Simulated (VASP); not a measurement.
Runs of VASP 6.6.1 on BN. The structure is that of space group P6_3/mmc (No. 194), or close to it. The cells are those of the table. 

```tsv
task	cell	k mesh	cutoff (eV)	smearing	gap on the mesh (eV)	pressure (GPa)	relaxed volume (Å³/atom)
relaxation of cell and atoms	relaxed from a = 2.498, b = 2.498, c = 6.636 Å, angles 90.0, 90.0, 120.0°, 4 atoms	12 × 12 × 4	600	gaussian 0.02 eV	4.03	0.0	(a)
relaxation of cell and atoms	relaxed from a = 2.489, b = 2.489, c = 6.495 Å, angles 90.0, 90.0, 120.0°, 4 atoms	12 × 12 × 4	600	gaussian 0.01 eV	4.03	0.0	8.64
single point	a = 2.489, b = 2.489, c = 6.495 Å, angles 90.0, 90.0, 120.0°, 4 atoms	12 × 12 × 4	520	gaussian 0.02 eV	4.05	0.5	-
single point	a = 2.489, b = 2.489, c = 6.490 Å, angles 90.0, 90.0, 120.0°, 4 atoms	12 × 12 × 4	520	gaussian 0.01 eV	4.05	0.5	-
single point	a = 2.498, b = 2.498, c = 6.636 Å, angles 90.0, 90.0, 120.0°, 4 atoms	9 × 9 × 4	520	gaussian 0.1 eV	4.21	-2.5	-
```

Alike in all rows: level LDA; potentials or basis VASP PAW LDA potentials, release 64 (B, N); no spin polarisation.

Q: Fill in the values left out.

A: (a) 8.63.

A k mesh can miss the band edges.
